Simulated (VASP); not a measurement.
# Sn (Im-3m) in VASP: further runs, part 2 of 2

VASP 6.6.1. The steps go on from the part before.

## Step 3: Single point, PBE, non-collinear spin, zero start, spin-orbit coupling

Input file INCAR:

```
PREC = Accurate
ENCUT = 520
EDIFF = 1E-6
ISMEAR = -1
SIGMA = 0.05
LREAL = F
LASPH = T
NELM = 150
ALGO = Normal
ISIF = 2
LWAVE = F
LCHARG = F
LNONCOLLINEAR = T
MAGMOM = 0 0 0
LORBIT = 11
LSORBIT = T
GGA_COMPAT = F
LORBMOM = T
GGA = PE
NBANDS = 25
```

Input file KPOINTS:

```
regular mesh
0
Gamma
  7 7 7
```

Input file POSCAR:

```
Sn
1.0
   -1.8946518192      1.8946518192      1.8946518192
    1.8946518192     -1.8946518192      1.8946518192
    1.8946518192      1.8946518192     -1.8946518192
Sn
1
Direct
    0.0000000000      0.0000000000      0.0000000000
```

Potentials or basis: VASP PAW PBE potentials, release 64 (Sn_d).

Launch:

```console
> cat potpaw_PBE.64/Sn_d/POTCAR > POTCAR
> mpirun -np 1 vasp_ncl > vasp.out
```

OUTCAR:

```text
PREC = Accurate
   ENCUT = 520
   EDIFF = 1E-6
   ISMEAR = -1
   LREAL = F
   LASPH = T
   NELM = 150
   ISIF = 2
   LNONCOLLINEAR = T
   LORBIT = 11
   LSORBIT = T
   GGA = PE

 ion  position               nearest neighbor table
   1  0.000  0.000  0.000-

  LATTYP: Found a body centered cubic cell.
 ALAT       =     3.7893036384

  Lattice vectors:

 A1 = (  -1.8946518192,   1.8946518192,   1.8946518192)
 A2 = (   1.8946518192,  -1.8946518192,   1.8946518192)
 A3 = (   1.8946518192,   1.8946518192,  -1.8946518192)

Analysis of symmetry for initial positions (statically):
=====================================================================
 Subroutine PRICEL returns:
 Original cell was already a primitive cell.
[... 797 lines left out ...]
  1         0.000   0.000   0.000
 ----------------------------------------
            0.000   0.000   0.000

 Spin-Orbit-Coupling matrix elements

 Ion:    1  E_soc:     -0.1046868
 l=   1
     0.0000000    -0.0112939    -0.0112939
    -0.0112939     0.0000000    -0.0112939
    -0.0112939    -0.0112939     0.0000000
 l=   2
     0.0000000    -0.0012218     0.0000000    -0.0012218    -0.0049321
    -0.0012218     0.0000000    -0.0036991    -0.0012218    -0.0012330
     0.0000000    -0.0036991     0.0000000    -0.0036991     0.0000000
    -0.0012218    -0.0012218    -0.0036991     0.0000000    -0.0012330
    -0.0049321    -0.0012330     0.0000000    -0.0012330     0.0000000
 l=   3
     0.0000000     0.0000000     0.0000000     0.0000000     0.0000000     0.0000000     0.0000000
     0.0000000     0.0000000     0.0000000     0.0000000     0.0000000     0.0000000     0.0000000
     0.0000000     0.0000000     0.0000000     0.0000000     0.0000000     0.0000000     0.0000000
     0.0000000     0.0000000     0.0000000     0.0000000     0.0000000     0.0000000     0.0000000
     0.0000000     0.0000000     0.0000000     0.0000000     0.0000000     0.0000000     0.0000000
     0.0000000     0.0000000     0.0000000     0.0000000     0.0000000     0.0000000     0.0000000
     0.0000000     0.0000000     0.0000000     0.0000000     0.0000000     0.0000000     0.0000000

 total charge

# of ion       s       p       d       tot
------------------------------------------
    1        1.294   0.891   9.970  12.156

 magnetization (x)

# of ion       s       p       d       tot
------------------------------------------
    1        0.000  -0.000   0.000  -0.000

 magnetization (y)

# of ion       s       p       d       tot
------------------------------------------
    1       -0.000  -0.000  -0.000  -0.000

 magnetization (z)

# of ion       s       p       d       tot
------------------------------------------
    1       -0.000  -0.000  -0.000  -0.000
```

OSZICAR:

```text
N       E                     dE             d eps       ncg     rms          rms(c)
DAV:   1     0.113205179010E+03    0.11321E+03   -0.66857E+03  1049   0.173E+03
DAV:   2     0.887857984027E+01   -0.10433E+03   -0.10104E+03  1048   0.409E+02
DAV:   3    -0.345439960016E+01   -0.12333E+02   -0.12236E+02  1179   0.120E+02
DAV:   4    -0.385201690228E+01   -0.39762E+00   -0.39732E+00  1209   0.235E+01
DAV:   5    -0.386656192624E+01   -0.14545E-01   -0.14544E-01  1485   0.415E+00    0.141E+00
DAV:   6    -0.385762413716E+01    0.89378E-02   -0.10697E-02  1310   0.183E+00    0.797E-01
DAV:   7    -0.385487990982E+01    0.27442E-02   -0.40299E-03  1399   0.105E+00    0.493E-01
DAV:   8    -0.385470069732E+01    0.17921E-03   -0.33535E-04  1462   0.203E-01    0.616E-02
DAV:   9    -0.385465761466E+01    0.43083E-04   -0.13527E-04  1304   0.213E-01    0.137E-02
DAV:  10    -0.385466020395E+01   -0.25893E-05   -0.30845E-06  1143   0.211E-02    0.516E-03
DAV:  11    -0.385465972835E+01    0.47559E-06   -0.10719E-07   769   0.472E-03
   1 F= -.38546597E+01 E0= -.38509667E+01  d E =-.738602E-02  mag=    -0.0000     0.0000     0.0000
```

stdout:

```text
POSCAR found type information on POSCAR Sn
 POSCAR found :  1 types and       1 ions
 scaLAPACK will be used
 LDA part: xc-table for (Slater+PW92), standard interpolation
 POSCAR, INCAR and KPOINTS ok, starting setup
 FFT: planning ... GRIDC
 FFT: planning ... GRID_SOFT
 FFT: planning ... GRID
 WAVECAR not read
 entering main loop
```

It took 20 s on 1 thread of Intel Xeon 6975P-C, shared host; peak memory 0.2 GiB.

Results:

```
Free energy                                           : -3.8547 eV
Pressure                                              : 1.0 GPa
Net moment                                            : 0.00 μB per cell
Valence electrons inside the program's atomic spheres : Sn 12.16
```

Moments on the atoms (μB; x, y, z):
```
Sn  0.00 0.00 0.00
```

## Step 4: Single point, PBEsol

This run uses another cell than the first one, of 19.80 Å³/atom, 0.728 times its volume.

Input file INCAR:

```
SYSTEM = Sn
PREC     = Accurate       ! precision mode
ENCUT    = 500            ! plane-wave cutoff, eV
EDIFF    = 1E-6           ! SCF threshold, eV
ISMEAR   = -1             ! smearing method
SIGMA    = 0.05           ! smearing width, eV
LREAL    = .FALSE.        ! projectors in reciprocal space
LASPH    = .TRUE.         ! aspherical terms in the spheres
NELM     = 120            ! most SCF steps
ALGO     = Normal         ! electronic algorithm
ISIF     = 2              ! what is computed and relaxed
LWAVE    = .FALSE.        ! write WAVECAR
LCHARG   = .FALSE.        ! write CHGCAR
GGA      = PS             ! functional
NBANDS   = 13             ! bands
GGA_COMPAT= .FALSE.
```

Input file KPOINTS:

```
Automatic mesh
0
G
  10 10 10
  0 0 0
```

Input file POSCAR:

```
Sn
1.0
   -1.7043344039      1.7043344039      1.7043344039
    1.7043344039     -1.7043344039      1.7043344039
    1.7043344039      1.7043344039     -1.7043344039
Sn
1
Direct
    0.0000000000      0.0000000000      0.0000000000
```

Launch:

```console
> cat potpaw_PBE.64/Sn_d/POTCAR > POTCAR
> mpirun -np 1 vasp_std > vasp.out
```

It took 11 s on 1 thread of Intel Xeon 8259CL, shared host; peak memory 0.14 GiB.

The run converged. Its results:

| Property | Result |
| --- | --- |
| Free energy | -3.7819 eV |
| Pressure | 30.0 GPa |
| Band gap on the k mesh | zero (band 7 reaches 23.79 eV, above the bottom of band 8 at 9.02 eV) |

Levels at points of the mesh, in eV from the Fermi level:
```
           k point  band 3  band 4  band 5  band 6  band 7  band 8  band 9  band 10  band 11  band 12
(0.00, 0.00, 0.00)  -21.83  -21.48  -21.48  -13.82   11.39   11.39   11.39    12.61    12.61    12.61
(0.50, 0.00, 0.00)  -21.50  -21.48  -21.26   -6.83   -6.29    4.79    6.39     9.56    10.13    17.72
(0.50, 0.50, 0.50)  -21.32  -21.32  -21.32   -0.92   -0.92   -0.92   -0.28     3.82     3.82    19.85
```

Caveat: the PAW data sets were made with another functional, which shifts forces and pressure a little; spin-orbit coupling is left out, which moves the levels of the heavy elements.

## Step 5: Single point, PBEsol

This run uses another cell than the first one, of 21.04 Å³/atom, 0.773 times its volume.

Input file INCAR:

```
  ALGO = Normal
  EDIFF = 1E-6
  ENCUT = 500
  GGA = PS
  GGA_COMPAT = F
  ISIF = 2
  ISMEAR = -1
  LASPH = T
  LCHARG = F
  LREAL = F
  LWAVE = F
  NBANDS = 13
  NELM = 120
  PREC = Accurate
  SIGMA = 0.05
```

Input file KPOINTS:

```
k-points
0
Gamma
  10 10 10
```

Input file POSCAR:

```
Sn
1.0
   -1.7390690899      1.7390690899      1.7390690899
    1.7390690899     -1.7390690899      1.7390690899
    1.7390690899      1.7390690899     -1.7390690899
Sn
1
Direct
    0.0000000000      0.0000000000      0.0000000000
```

Launch:

```console
> cat potpaw_PBE.64/Sn_d/POTCAR > POTCAR
> mpirun -np 1 vasp_std > vasp.out
```

It took 12 s on 1 thread of Intel Xeon 8259CL, shared host; peak memory 0.14 GiB.

It converged, with:

```
Free energy            : -3.9731 eV
Pressure               : 19.9 GPa
Band gap on the k mesh : zero (band 7 reaches 22.08 eV, above the bottom of band 8 at 8.28 eV)
```

Levels at points of the mesh, in eV from the Fermi level:
```
           k point  band 5  band 6  band 7  band 8  band 9  band 10
(0.00, 0.00, 0.00)  -21.43  -13.24   10.64   10.64   10.64    12.55
(0.50, 0.00, 0.00)  -21.25   -6.75   -5.90    4.54    6.23     9.27
(0.50, 0.50, 0.50)  -21.30   -0.83   -0.83   -0.83   -0.78     3.80
```

Caveat: the PAW data sets were made with another functional, which shifts forces and pressure a little; spin-orbit coupling is left out, which moves the levels of the heavy elements.

## Step 6: Summary

```tsv
level	potentials or basis	spin	cell	k mesh	cutoff (eV)	gap on the mesh (eV)	pressure (GPa)
LDA	VASP PAW LDA potentials, release 64 (Sn_d)	off	a = 3.282 Å, angles 109.5°, 1 atom	10 × 10 × 10	520	none	-3.5
PBE	VASP PAW PBE potentials, release 64 (Sn_d)	non-collinear, zero start, SOC	a = 3.282 Å, angles 109.5°, 1 atom	7 × 7 × 7	520	-	1.0
PBEsol	VASP PAW PBE potentials, release 64 (Sn_d)	off	a = 2.952 Å, angles 109.5°, 1 atom	10 × 10 × 10	500	none	30.0
PBEsol	VASP PAW PBE potentials, release 64 (Sn_d)	off	a = 3.012 Å, angles 109.5°, 1 atom	10 × 10 × 10	500	none	19.9
```

Alike in all rows: task single point; smearing fermi-dirac 0.05 eV.

Caveats: spin-orbit coupling is left out, which moves the levels of the heavy elements (some runs); the PAW data sets were made with another functional, which shifts forces and pressure a little (some runs).

Absolute energies hang on the potentials; compare differences alone.
